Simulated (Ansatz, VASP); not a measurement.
**Two plane-wave programs on SnO2**

File INCAR:

```
ALGO = Normal
EDIFF = 1E-6
ENCUT = 520
GGA = CA
ISIF = 2
ISMEAR = 0
LASPH = True
LCHARG = True
LELF = True
LREAL = False
LVHAR = True
LWAVE = False
NBANDS = 35
NELM = 60
PREC = Accurate
SIGMA = 0.05
```

The input KPOINTS:

```
k-points
0
Gamma
  10 10 10
```

POSCAR

```
SnO2
1.0
   -2.0966743711      2.0966743711      4.5674946693
    2.0966743711     -2.0966743711      4.5674946693
    2.0966743711      2.0966743711     -4.5674946693
Sn O
2 4
Direct
    0.7500000000      0.2500000000      0.5000000000
    0.0000000000      0.0000000000      0.0000000000
    0.7969975836      0.7969975836      0.0000000000
    0.9530024164      0.4530024164      0.5000000000
    0.2030024164      0.2030024164      0.0000000000
    0.5469975836      0.0469975836      0.5000000000
```

Input for Ansatz:

```yaml
crystal:
  lattice:
    - [-2.0966743711, 2.0966743711, 4.5674946693]
    - [2.0966743711, -2.0966743711, 4.5674946693]
    - [2.0966743711, 2.0966743711, -4.5674946693]
  atoms:
    - { symbol: Sn, position: [0.75, 0.25, 0.5] }
    - { symbol: Sn, position: [0.0, 0.0, 0.0] }
    - { symbol: O, position: [0.7969975836, 0.7969975836, 0.0] }
    - { symbol: O, position: [0.9530024164, 0.4530024164, 0.5] }
    - { symbol: O, position: [0.2030024164, 0.2030024164, 0.0] }
    - { symbol: O, position: [0.5469975836, 0.0469975836, 0.5] }
basis:
  ecutwfc: 420
kpoints:
  mp_grid: { grid: [10, 10, 10] }
hamiltonian:
  xc: lda
scf:
  occupations: { method: gaussian, width: 0.05 }
output:
  forces: true
  stress: true
  eigenvalues: true
```

Alike in both runs: task single point; functional LDA; k mesh 10 × 10 × 10; occupations gaussian, width 0.05 eV; no spin polarisation.

|  | VASP | Ansatz |
| --- | --- | --- |
| version | VASP 6.6.1 | Ansatz 0.2.0 |
| potentials or method | VASP PAW LDA potentials, release 64 (Sn_d, O), cutoff 520 eV | scalar-relativistic, plane waves, PAW |
| valence electrons in the cell | 52 | 52 |

```tsv
	VASP	Ansatz	Ansatz less VASP
gap on the k mesh at the Fermi level (eV)	2.57	2.55	-0.015
least direct gap on the mesh (eV)	3.13	3.11	-0.018
pressure (GPa)	14.4	13.6	-0.82
traceless stress, the component that is largest in VASP (GPa)	36.33	35.56	-0.773
rms of the force components (eV/Å)	1.582	1.541	-0.0408
```

LDA's correlation is that of Perdew and Zunger in VASP and of Perdew and Wang (1992) in Ansatz. Atom by atom the forces differ by 0.041 eV/Å (rms over components).
